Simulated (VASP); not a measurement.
Wanted: the native input for a VASP 6.6.1 run.

```yaml
Task: single point
Functional: PBE
Potentials_or_basis: VASP PAW PBE potentials, release 64 (Ta_pv, N)
Cutoff: 520 eV
k_mesh: 10 × 10 × 4
Occupations: gaussian, width 0.05 eV
Spin: non-collinear spin, zero start, spin-orbit coupling
Starting_moments: "[[0.0, 0.0, 0.0], [0.0, 0.0, 0.0], [0.0, 0.0, 0.0], [0.0, 0.0, 0.0]] μB"
Dipole_correction: no
Further_INCAR_settings: ALGO = Normal; EDIFF = 1e-06; NBANDS = 46
```

The structure of TaN lies in POSCAR:

```
TaN
1.0
    2.7673888859      0.0000000000      0.0000000000
   -1.3836944430      2.3966290774      0.0000000000
    0.0000000000      0.0000000000      6.0004933302
Ta N
2 2
Direct
    0.3333333333      0.6666666667      0.0387624884
    0.6666666667      0.3333333333      0.5387624884
    0.3333333333      0.6666666667      0.3462375116
    0.6666666667      0.3333333333      0.8462375116
```

These files were run (other wordings do the same):

INCAR

```
SYSTEM = TaN
PREC = Accurate
ENCUT = 520
EDIFF = 1E-6
ISMEAR = 0
SIGMA = 0.05
LREAL = .False.
LASPH = .True.
NELM = 150
ALGO = Normal
ISIF = 2
LWAVE = .False.
LCHARG = .True.
MAGMOM = 0 0 0 0 0 0 0 0 0 0 0 0
LORBIT = 11
LSORBIT = .True.
GGA_COMPAT = .False.
LORBMOM = .True.
LMAXMIX = 4
GGA = PE
LVHAR = .True.
NBANDS = 46
```

KPOINTS

```
Automatic mesh
0
Gamma
  10 10 4
  0 0 0
```

Potentials or basis: VASP PAW PBE potentials, release 64 (Ta_pv, N).

Command:

```console
$ cat potpaw_PBE.64/Ta_pv/POTCAR potpaw_PBE.64/N/POTCAR > POTCAR
$ mpirun -np 1 vasp_ncl > vasp.out
```

It gave:

```yaml
Pressure: 111.7 GPa
Largest_force: 0.026 eV/Å
Net_moment: 0.00 μB per cell
Valence_electrons_inside_the_program's_atomic_spheres: Ta 9.67; N 3.96
```

Caveat: the cell stands under pressure.

Run time: 88 s on 1 thread of Intel(R) Xeon(R) 6975P-C (Granite Rapids), with other jobs on the host, peak memory 0.36 GiB.
